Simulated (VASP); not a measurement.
Set up this calculation in VASP 6.6.1, as the native input.

| Quantity | Value |
| --- | --- |
| Task | relaxation of cell and atoms |
| Functional | PBE |
| Potentials or basis | VASP PAW PBE potentials, release 64 (Ga_d, P) |
| Cutoff | 600 eV |
| k mesh | 16 × 16 × 16 |
| Occupations | gaussian, width 0.1 eV |
| Spin | no spin polarisation |
| Target pressure | 30.7 GPa |
| Dipole correction | no |
| Further INCAR settings | ALGO = Normal; EDIFF = 1e-06; IBRION = 2; EDIFFG = -0.005; NSW = 80; ISIF = 3 |

The structure of GaP (ordered beta-tin type) lies in POSCAR:

```
GaP
1.0
   -2.3750000000      2.3750000000      1.2750000000
    2.3750000000     -2.3750000000      1.2750000000
    2.3750000000      2.3750000000     -1.2750000000
Ga P
1 1
Direct
    0.0000000000      0.0000000000      0.0000000000
    0.7500000000      0.2500000000      0.5000000000
```

The input as run:

INCAR

```
ALGO     = Normal         # electronic algorithm
EDIFF    = 1E-6           # SCF threshold, eV
EDIFFG   = -0.005         # ionic threshold
ENCUT    = 600            # plane-wave cutoff, eV
GGA      = PE             # functional
IBRION   = 2              # ionic algorithm
ISIF     = 3              # what is computed and relaxed
ISMEAR   = 0              # smearing method
LASPH    = True           # aspherical terms in the spheres
LCHARG   = False          # write CHGCAR
LREAL    = False          # projectors in reciprocal space
LWAVE    = False          # write WAVECAR
NELM     = 100            # most SCF steps
NSW      = 80             # ionic steps
PREC     = Accurate       # precision mode
PSTRESS  = 307.0        
SIGMA    = 0.1            # smearing width, eV
```

KPOINTS

```
k-points
0
Gamma
  16 16 16
```

Potentials or basis: VASP PAW PBE potentials, release 64 (Ga_d, P).

Command:

```bash
$ cat potpaw_PBE.64/Ga_d/POTCAR potpaw_PBE.64/P/POTCAR > POTCAR
$ mpirun -np 1 vasp_std > vasp.out
```

Results of the run:

```yaml
Relaxed_volume: 13.34 Å³/atom
Relaxed_cell: a = 3.487 Å, b = 3.487 Å, c = 3.487 Å, α = 97.53°, β = 97.53°, γ = 137.54°
Space_group_after_relaxing_to_0.05_Å: I-4m2 (No. 119)
Energy_change_on_relaxing_the_enthalpy_is_what_falls: +149.9 meV/atom
Ionic_steps: 7
Pressure_after_relaxing: 30.7 GPa
Band_gap_on_the_k_mesh: zero (band 9 reaches 12.36 eV, above the bottom of band 10 at 5.73 eV)
```

Caveat: the cell is relaxed towards a set pressure, so the enthalpy falls and the energy may rise.

It took 5 min on 1 thread of Intel(R) Xeon(R) 6975P-C (Granite Rapids) (shared host), peak memory 0.32 GiB.
